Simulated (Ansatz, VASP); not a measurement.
HfO2: VASP beside Ansatz

Contents of INCAR:

```
PREC     = Accurate       # precision mode
ENCUT    = 520            # plane-wave cutoff, eV
EDIFF    = 1E-6           # SCF threshold, eV
ISMEAR   = 0              # smearing method
SIGMA    = 0.02           # smearing width, eV
LREAL    = F              # projectors in reciprocal space
LASPH    = T              # aspherical terms in the spheres
NELM     = 60             # most SCF steps
ALGO     = Normal         # electronic algorithm
ISIF     = 2              # what is computed and relaxed
LWAVE    = F              # write WAVECAR
LCHARG   = F              # write CHGCAR
GGA      = PE             # functional
NBANDS   = 31             # bands
```

File KPOINTS:

```
Automatic mesh
0
Gamma
  6 6 4
```

Contents of POSCAR:

```
HfO2
1.0
    3.7664984993      0.0000000000      0.0000000000
    0.0000000000      3.7664984993      0.0000000000
    0.0000000000      0.0000000000      5.1859013757
Hf O
2 4
Direct
    0.5000000000      0.5000000000      0.5000000000
    0.0000000000      0.0000000000      0.0000000000
    0.0000000000      0.5000000000      0.6855460715
    0.5000000000      0.0000000000      0.8144539285
    0.5000000000      0.0000000000      0.3144539285
    0.0000000000      0.5000000000      0.1855460715
```

Input for Ansatz:

```yaml
crystal:
  lattice:
    - [3.7664984993, 0.0, 0.0]
    - [0.0, 3.7664984993, 0.0]
    - [0.0, 0.0, 5.1859013757]
  atoms:
    - { symbol: Hf, position: [0.5, 0.5, 0.5] }
    - { symbol: Hf, position: [0.0, 0.0, 0.0] }
    - { symbol: O, position: [0.0, 0.5, 0.6855460715] }
    - { symbol: O, position: [0.5, 0.0, 0.8144539285] }
    - { symbol: O, position: [0.5, 0.0, 0.3144539285] }
    - { symbol: O, position: [0.0, 0.5, 0.1855460715] }
basis:
  ecutwfc: 420
kpoints:
  mp_grid: { grid: [6, 6, 4] }
  band_path: { path: [VBM, CBM], npoints: 2 }
hamiltonian:
  xc: pbe
scf:
  occupations: { method: gaussian, width: 0.02 }
output:
  forces: true
  stress: true
  eigenvalues: true
checkpoint:
  read: start.run
  write: ck
  compress: false
  write_wavefunctions: false
  write_every: 100000
```

Alike in both runs: task single point; functional PBE; k mesh 6 × 6 × 4; occupations gaussian, width 0.02 eV; no spin polarisation.

|  | VASP | Ansatz |
| --- | --- | --- |
| version | VASP 6.6.1 | Ansatz 0.2.0 |
| potentials or method | VASP PAW PBE potentials, release 64 (Hf_pv, O), cutoff 520 eV | scalar-relativistic, plane waves, PAW |
| valence electrons in the cell | 44 | 76 |

VASP gave:

| Quantity | Value |
| --- | --- |
| gap on the k mesh at the Fermi level (eV) | 3.78 |
| least direct gap on the mesh (eV) | 3.84 |
| pressure (GPa) | -16.9 |
| traceless stress, the component that is largest in VASP (GPa) | 14.66 |
| rms of the force components (eV/Å) | 0.024 |

Problem. Which values does Ansatz return?

Solution. gap on the k mesh at the Fermi level (eV): 3.83; least direct gap on the mesh (eV): 3.89; pressure (GPa): -14.3; traceless stress, the component that is largest in VASP (GPa): 14.29; rms of the force components (eV/Å): 0.000.

Atom by atom the forces differ by 0.024 eV/Å (rms over components). VASP's potentials hold 44 valence electrons a cell and Ansatz's 76, so a difference there can come from the potentials and not from the codes.

Neither program's run includes spin-orbit coupling.
